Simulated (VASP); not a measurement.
# KBr (R-3m) in VASP: a series of runs, part 2 of 2

VASP 6.6.1. The steps go on from the part before.

## 3. Single point, PBEsol

This run uses another cell than the first one, of the same volume but with other edges.

File INCAR:

```
SYSTEM = KBr
  PREC = Accurate
  ENCUT = 520
  EDIFF = 1E-6
  ISMEAR = 0
  SIGMA = 0.05
  LREAL = .FALSE.
  LASPH = .TRUE.
  NELM = 100
  ALGO = Normal
  ISIF = 2
  LWAVE = .FALSE.
  LCHARG = .FALSE.
  GGA = PS
  NBANDS = 15
```

File KPOINTS:

```
Automatic mesh
0
G
  8 8 8
  0 0 0
```

File POSCAR:

```
KBr
1.0
   -0.7097125624      2.9612144845      2.9612144845
    2.9612144845     -0.7097125624      2.9612144845
    2.9612144845      2.9612144845     -0.7097125624
K Br
1 1
Direct
    0.0000000000      0.0000000000      0.0000000000
    0.5000000000      0.5000000000      0.5000000000
```

Potentials or basis: VASP PAW PBE potentials, release 64 (K_sv, Br).

The run is started by

```bash
$ cat potpaw_PBE.64/K_sv/POTCAR potpaw_PBE.64/Br/POTCAR > POTCAR
$ mpirun -np 1 vasp_std > vasp.out
```

OUTCAR:

```text
SYSTEM = KBr
   PREC = Accurate
   ENCUT = 520
   EDIFF = 1E-6
   ISMEAR = 0
   LREAL = .FALSE.
   LASPH = .TRUE.
   NELM = 100
   ISIF = 2
   GGA = PS

 ion  position               nearest neighbor table
   1  0.000  0.000  0.000-
   2  0.500  0.500  0.500-

  LATTYP: Found a trigonal (rhomboedric) cell.
 ALAT       =     4.2475021327
 COS(alpha) =     0.2530624440

  Lattice vectors:

 A1 = (  -0.7097125624,   2.9612144845,   2.9612144845)
 A2 = (   2.9612144845,  -0.7097125624,   2.9612144845)
 A3 = (   2.9612144845,   2.9612144845,  -0.7097125624)

Analysis of symmetry for initial positions (statically):
=====================================================================
 Subroutine PRICEL returns:
 Original cell was already a primitive cell.

 Routine SETGRP: Setting up the symmetry group for a
 trigonal (rhombohedral) supercell.

 Subroutine GETGRP returns: Found 12 space group operations
 (whereof 12 operations were pure point group operations)
 out of a pool of 12 trial point group operations.

The static configuration has the point symmetry D_3d.

Analysis of symmetry for dynamics (positions and initial velocities):
=====================================================================
 Subroutine PRICEL returns:
 Original cell was already a primitive cell.

 Routine SETGRP: Setting up the symmetry group for a
 trigonal (rhombohedral) supercell.

 Subroutine GETGRP returns: Found 12 space group operations
 (whereof 12 operations were pure point group operations)
 out of a pool of 12 trial point group operations.

The dynamic configuration has the point symmetry D_3d.

 Subroutine INISYM returns: Found 12 space group operations
 (whereof 12 operations are pure point group operations),
 and found     1 'primitive' translations

----------------------------------------------------------------------------------------

                                     Primitive cell

  volume of cell :      70.2450

  direct lattice vectors                    reciprocal lattice vectors
    -0.709712562  2.961214485  2.961214485    -0.117660982  0.154749770  0.154749770
     2.961214485 -0.709712562  2.961214485     0.154749770 -0.117660982  0.154749770
     2.961214485  2.961214485 -0.709712562     0.154749770  0.154749770 -0.117660982

  length of vectors
     4.247502133  4.247502133  4.247502133     0.248473519  0.248473519  0.248473519

  position of ions in fractional coordinates (direct lattice)
     0.000000000  0.000000000  0.000000000
     0.500000000  0.500000000  0.500000000

  ion indices of the primitive-cell ions
   primitive index   ion index
                 1           1
                 2           2

----------------------------------------------------------------------------------------

 KPOINTS: Automatic mesh

Automatic generation of k-mesh.
 Grid dimensions read from file:
 generate k-points for:    8    8    8

 Generating k-lattice:

  Cartesian coordinates                     Fractional coordinates (reciprocal lattice)
    -0.014707623  0.019343721  0.019343721     0.125000000  0.000000000  0.000000000
     0.019343721 -0.014707623  0.019343721     0.000000000  0.125000000  0.000000000
[... 39 lines left out ...]
 [... further k-points ...]
   k-points           NKPTS =     65   k-points in BZ     NKDIM =     65   number of bands    NBANDS=     15
   number of dos      NEDOS =    301   number of ions     NIONS =      2
   total plane-waves  NPLWV =  32768
   dimension x,y,z NGX =    32 NGY =   32 NGZ =   32
   dimension x,y,z NGXF=    64 NGYF=   64 NGZF=   64
   ions per type =               1   1
   NGX,Y,Z   is equivalent  to a cutoff of  12.52, 12.52, 12.52 a.u.
   NGXF,Y,Z  is equivalent  to a cutoff of  25.05, 25.05, 25.05 a.u.
 SYSTEM =  KBr
   PREC   = accura    normal or accurate (medium, high low for compatibility)
   ISTART =      0    job   : 0-new  1-cont  2-samecut
   ICHARG =      2    charge: 1-file 2-atom 10-const
   ISPIN  =      1    spin polarized calculation?
   LNONCOLLINEAR =      F non collinear calculations
   LSORBIT =      F    spin-orbit coupling
   LASPH  =      T    aspherical Exc in radial PAW
   ENCUT  =  520.0 eV  38.22 Ry    6.18 a.u.   7.90  7.90  7.90*2*pi/ulx,y,z
   NELM   =    100;   NELMIN=  2; NELMDL= -5     # of ELM steps
   EDIFF  = 0.1E-05   stopping-criterion for ELM
   LREAL  =      F    real-space projection
   EDIFFG = 0.1E-04   stopping-criterion for IOM
   NSW    =      0    number of steps for IOM
   IBRION =     -1    ionic relax: 0-MD 1-quasi-New 2-CG
   NFREE  =      0    steps in history (QN), initial steepest desc. (CG)
   ISIF   =      2    stress and relaxation
   ISYM   =      2    0-nonsym 1-usesym 2-fastsym
   POTIM  = 0.5000    time-step for ionic-motion
   TEBEG  =    0.0;   TEEND  =   0.0 temperature during run
   PSTRESS=    0.0 pullay stress
   NELECT =      16.0000    total number of electrons
   NUPDOWN=      -1.0000    fix difference up-down
   EMIN   =  10.00;   EMAX   =-10.00  energy-range for DOS
   EFERMI =   0.00;   METHOD = LEGACY
   ISMEAR =     0;   SIGMA  =   0.05  broadening in eV -4-tet -1-fermi 0-gaus
   EFERMI_NEDOS =   21; number of points for ismear=-14 and -15
   IALGO  =     38    algorithm
   IMIX   =      4    mixing-type and parameters
     AMIX     =   0.40;   BMIX     =  1.00
     AMIX_MAG =   1.60;   BMIX_MAG =  1.00
  volume/ion in A,a.u.               =      35.12       237.02
  Fermi-wavevector in a.u.,A,eV,Ry     =   0.999792  1.889333 13.600164  0.999584
  Thomas-Fermi vector in A             =   2.132106
   LORBIT       =      0    0 simple, 1 ext, 2 COOP (PROOUT), +10 PAW based schemes
   GGA     = PS    functional components
   LHFCALC =     F    Hartree Fock is set to
   AEXX    =    0.0000 exact exchange contribution
   IVDW    =     0    specifies the selected vdW correction
   LEPSILON=     F    determine dielectric tensor
   LRPA    =     F    only Hartree local field effects (RPA)
 non-spin polarized calculation
 Gauss-broadening in eV      SIGMA  =   0.05
  energy-cutoff  :      520.00
  volume of cell :       70.25
 maximum number of plane-waves:      1937
   NGX = 15   NGY = 15   NGZ = 15

 number of electron      15.9999997 magnetization

 Free energy of the ion-electron system (eV)
  ---------------------------------------------------
  ext. energy  EPLUGINS =         0.00000000
  ---------------------------------------------------
  free energy    TOTEN  =        -6.36336141 eV

  energy without entropy =       -6.36336141  energy(sigma->0) =       -6.36336141

 E-fermi :  -1.0631     XC(G=0):  -7.6829

 val. band max:       -1.2801268754   @ k =   0.0000   0.0000   0.0000
 cond. band min:       2.4936906476   @ k =   0.0000   0.0000   0.0000
 fundamental gap:      3.7738175230
 Fermi energy:        -1.0631228809

 k-point     1 :       0.0000    0.0000    0.0000
  band No.  band energies     occupation
      1     -29.5044      2.00000
      2     -13.9339      2.00000
      3     -13.0353      2.00000
      4     -13.0189      2.00000
      5     -13.0189      2.00000
      6      -1.6606      2.00000
      7      -1.6606      2.00000
      8      -1.2801      2.00000
      9       2.4937      0.00000
     10       5.0024      0.00000
     11       5.0024      0.00000
     12       7.2057      0.00000
     13       7.2057      0.00000
     14       8.3618      0.00000
[... 401 lines left out ...]
      2     -14.0114      2.00000
      3     -13.0506      2.00000
      4     -13.0133      2.00000
      5     -12.8981      2.00000
      6      -2.6473      2.00000
      7      -1.8987      2.00000
      8      -1.5459      2.00000
      9       4.5301      0.00000
     10       5.4828      0.00000
     11       5.9369      0.00000
     12       7.3612      0.00000
     13       7.7904      0.00000
     14       8.1500      0.00000
     15      10.1063      0.00000

 [... further k-points ...]

------------------------ aborting loop because EDIFF is reached ----------------------------------------

  FORCE on cell =-STRESS in cart. coord.  units (eV):
  Direction    XX          YY          ZZ          XY          YZ          ZX
  --------------------------------------------------------------------------------------
  -------------------------------------------------------------------------------------
  Total       -0.3199735     -0.3199735     -0.3199735      0.1831863      0.1831863      0.1831863
  in kB       -7.2980857     -7.2980857     -7.2980857      4.1781883      4.1781883      4.1781883
  external PRESSURE =      -7.2980857 kB  Pullay stress =       0.0000000 kB

 VOLUME and BASIS-vectors are now :
 -----------------------------------------------------------------------------
  energy-cutoff  :      520.00
  volume of cell :       70.25
      direct lattice vectors                 reciprocal lattice vectors
    -0.709712562  2.961214485  2.961214485    -0.117660982  0.154749770  0.154749770
     2.961214485 -0.709712562  2.961214485     0.154749770 -0.117660982  0.154749770
     2.961214485  2.961214485 -0.709712562     0.154749770  0.154749770 -0.117660982

 POSITION                                       TOTAL-FORCE (eV/Angst)
 -----------------------------------------------------------------------------------
      0.00000      0.00000      0.00000         0.000000     -0.000000      0.000000
      2.60636      2.60636      2.60636        -0.000000      0.000000     -0.000000
 -----------------------------------------------------------------------------------
    total drift:                                0.000000     -0.000000      0.000000

  FREE ENERGIE OF THE ION-ELECTRON SYSTEM (eV)
  ---------------------------------------------------
  free  energy   TOTEN  =        -6.3633614129 eV

  energy  without entropy=       -6.3633614129  energy(sigma->0) =       -6.36336141
```

stdout:

```text
POSCAR found type information on POSCAR K Br
 POSCAR found :  2 types and       2 ions
 scaLAPACK will be used
 -----------------------------------------------------------------------------
|                                                                             |
|                                                                             |
|     You enforced a specific xc type in the INCAR file but a different       |
|     I HOPE YOU KNOW WHAT YOU ARE DOING!                                     |
|                                                                             |
 -----------------------------------------------------------------------------

 LDA part: xc-table for (Slater+PW92), standard interpolation
 POSCAR, INCAR and KPOINTS ok, starting setup
 FFT: planning ... GRIDC
 FFT: planning ... GRID_SOFT
 FFT: planning ... GRID
 WAVECAR not read
 entering main loop
```

It took 39 s on 1 thread of AMD EPYC 7R13, shared host; peak memory 0.22 GiB.

What came out:

| Quantity | Value |
| --- | --- |
| Free energy | -6.3634 eV |
| Pressure | -0.7 GPa |
| Band gap on the k mesh | 3.77 eV, direct |

Stress tensor (GPa, compression positive):
```
-0.73  0.42  0.42
 0.42 -0.73  0.42
 0.42  0.42 -0.73
```

Caveat: the PAW data sets were made with another functional, which shifts forces and pressure a little. A k mesh can miss the band edges.

## 4. Single point, PBEsol

This run uses another cell than the first one, of the same volume but with other edges.

File INCAR:

```
ALGO = Normal
EDIFF = 1E-7
ENCUT = 520
GGA = PS
ISIF = 2
ISMEAR = 0
LASPH = T
LCHARG = F
LREAL = F
LWAVE = F
NBANDS = 15
NELM = 80
PREC = Accurate
SIGMA = 0.05
```

File KPOINTS:

```
k-points
0
Gamma
  8 8 8
```

File POSCAR:

```
KBr
1.0
    0.7982668542      3.7187553452      3.7187553452
    3.7187553452      0.7982668542      3.7187553452
    3.7187553452      3.7187553452      0.7982668542
K Br
1 1
Direct
    0.0000000000      0.0000000000      0.0000000000
    0.5000000000      0.5000000000      0.5000000000
```

The run is started by

```bash
$ cat potpaw_PBE.64/K_sv/POTCAR potpaw_PBE.64/Br/POTCAR > POTCAR
$ mpirun -np 1 vasp_std > vasp.out
```

Wall time 80 s (1 thread of AMD EPYC 7R13, shared host); peak memory 0.27 GiB.

It converged, with:

```
Free energy            : -6.1836 eV
Pressure               : -0.7 GPa
Band gap on the k mesh : 3.09 eV, direct
```

Stress tensor (GPa, compression positive):
```
-0.67 -2.25 -2.25
-2.25 -0.67 -2.25
-2.25 -2.25 -0.67
```

Levels at points of the mesh, in eV from the valence-band top:
```tsv
k point	band 6	band 7	band 8	band 9	band 10	band 11
(0.00, 0.00, 0.00)	-1.10	0.00	0.00	3.09	6.08	7.46
(0.50, 0.00, 0.00)	-1.83	-1.27	-0.47	5.68	6.39	8.42
(0.50, 0.50, 0.00)	-1.55	-1.07	-0.37	4.79	6.42	7.47
(0.50, 0.50, 0.50)	-1.97	-0.12	-0.12	5.66	6.13	8.32
```

Caveat: the PAW data sets were made with another functional, which shifts forces and pressure a little.

## 5. Single point, PBEsol

This run uses another cell than the first one, of the same volume but with other edges.

INCAR: that of step 4 with these lines changed.

```diff
@@ -7,4 +7,6 @@
 LASPH = T
-LCHARG = F
+LCHARG = T
+LELF = T
 LREAL = F
+LVHAR = T
 LWAVE = F
```

KPOINTS is that of step 4.

File POSCAR:

```
KBr
1.0
   -1.0354127745      2.8473851298      2.8473851298
    2.8473851298     -1.0354127745      2.8473851298
    2.8473851298      2.8473851298     -1.0354127745
K Br
1 1
Direct
    0.0000000000      0.0000000000      0.0000000000
    0.5000000000      0.5000000000      0.5000000000
```

Potentials or basis: VASP PAW PBE potentials, release 64 (K_sv, Br).

The run is started by

```bash
$ cat potpaw_PBE.64/K_sv/POTCAR potpaw_PBE.64/Br/POTCAR > POTCAR
$ mpirun -np 1 vasp_std > vasp.out
```

OUTCAR:

```text
EDIFF = 1E-7
   ENCUT = 520
   GGA = PS
   ISIF = 2
   ISMEAR = 0
   LASPH = T
   LREAL = F
   NELM = 80
   PREC = Accurate

 ion  position               nearest neighbor table
   1  0.000  0.000  0.000-
   2  0.500  0.500  0.500-

  LATTYP: Found a trigonal (rhomboedric) cell.
 ALAT       =     4.1577979470
 COS(alpha) =     0.1279069767

  Lattice vectors:

 A1 = (  -1.0354127745,   2.8473851298,   2.8473851298)
 A2 = (   2.8473851298,  -1.0354127745,   2.8473851298)
 A3 = (   2.8473851298,   2.8473851298,  -1.0354127745)

Analysis of symmetry for initial positions (statically):
=====================================================================
 Subroutine PRICEL returns:
 Original cell was already a primitive cell.

 Routine SETGRP: Setting up the symmetry group for a
 trigonal (rhombohedral) supercell.

 Subroutine GETGRP returns: Found 12 space group operations
 (whereof 12 operations were pure point group operations)
 out of a pool of 12 trial point group operations.

The static configuration has the point symmetry D_3d.

Analysis of symmetry for dynamics (positions and initial velocities):
[... 175 lines left out ...]
      8      -1.2482      2.00000
      9       2.4359      0.00000
     10       4.7756      0.00000
     11       4.7756      0.00000
     12       7.8110      0.00000
     13       7.8110      0.00000
     14       8.9229      0.00000
[... 401 lines left out ...]
      2     -13.9133      2.00000
      3     -13.1622      2.00000
      4     -13.1371      2.00000
      5     -13.0391      2.00000
      6      -2.6354      2.00000
      7      -1.7044      2.00000
      8      -1.4424      2.00000
      9       4.6735      0.00000
     10       5.7033      0.00000
     11       5.7496      0.00000
     12       7.3995      0.00000
     13       7.7025      0.00000
     14       8.0802      0.00000
     15       9.7038      0.00000

 [... further k-points ...]

------------------------ aborting loop because EDIFF is reached ----------------------------------------

  FORCE on cell =-STRESS in cart. coord.  units (eV):
  Direction    XX          YY          ZZ          XY          YZ          ZX
  --------------------------------------------------------------------------------------
  -------------------------------------------------------------------------------------
  Total       -0.6220265     -0.6220265     -0.6220265      0.0874713      0.0874713      0.0874713
  in kB      -14.1874340    -14.1874340    -14.1874340      1.9950806      1.9950806      1.9950806
  external PRESSURE =     -14.1874340 kB  Pullay stress =       0.0000000 kB

 VOLUME and BASIS-vectors are now :
 -----------------------------------------------------------------------------
  energy-cutoff  :      520.00
  volume of cell :       70.25
      direct lattice vectors                 reciprocal lattice vectors
    -1.035412774  2.847385130  2.847385130    -0.100156871  0.157389369  0.157389369
     2.847385130 -1.035412774  2.847385130     0.157389369 -0.100156871  0.157389369
     2.847385130  2.847385130 -1.035412774     0.157389369  0.157389369 -0.100156871

 POSITION                                       TOTAL-FORCE (eV/Angst)
 -----------------------------------------------------------------------------------
      0.00000      0.00000      0.00000        -0.000000     -0.000000     -0.000000
      2.32968      2.32968      2.32968         0.000000      0.000000      0.000000
 -----------------------------------------------------------------------------------
    total drift:                               -0.000000     -0.000000      0.000000

  FREE ENERGIE OF THE ION-ELECTRON SYSTEM (eV)
  ---------------------------------------------------
  free  energy   TOTEN  =        -6.3156046327 eV

  energy  without entropy=       -6.3156046327  energy(sigma->0) =       -6.31560463
```

stdout:

```text
POSCAR found type information on POSCAR K Br
 POSCAR found :  2 types and       2 ions
 scaLAPACK will be used
 -----------------------------------------------------------------------------
|                                                                             |
|                                                                             |
|     You enforced a specific xc type in the INCAR file but a different       |
|     I HOPE YOU KNOW WHAT YOU ARE DOING!                                     |
|                                                                             |
 -----------------------------------------------------------------------------

 LDA part: xc-table for (Slater+PW92), standard interpolation
 POSCAR, INCAR and KPOINTS ok, starting setup
 FFT: planning ... GRIDC
 FFT: planning ... GRID_SOFT
 FFT: planning ... GRID
 WAVECAR not read
 entering main loop
```

Wall time 36 s (1 thread of AMD EPYC 7R13, shared host); peak memory 0.22 GiB.

What came out:

```
Free energy            : -6.3156 eV
Pressure               : -1.4 GPa
Band gap on the k mesh : 3.67 eV, indirect (least direct gap 3.68 eV)
```

Stress tensor (GPa, compression positive):
```
-1.42  0.20  0.20
 0.20 -1.42  0.20
 0.20  0.20 -1.42
```

Caveat: the PAW data sets were made with another functional, which shifts forces and pressure a little. A k mesh can miss the band edges.

## 6. Summary

```tsv
cell	gap on the mesh (eV)	pressure (GPa)
a = 6.367 Å, angles 33.6°, 2 atoms	none	-0.9
a = 4.248 Å, angles 75.3°, 2 atoms	3.77	-0.7
a = 5.319 Å, angles 45.7°, 2 atoms	3.09	-0.7
a = 4.158 Å, angles 82.7°, 2 atoms	3.67	-1.4
```

Alike in all rows: task single point; level PBEsol; potentials or basis VASP PAW PBE potentials, release 64 (K_sv, Br); no spin polarisation; k mesh 8 × 8 × 8; cutoff (eV) 520; smearing gaussian 0.05 eV.

Caveats: the PAW data sets were made with another functional, which shifts forces and pressure a little.

Total energies depend on the potentials used, so only differences within one code and one set of settings carry meaning.
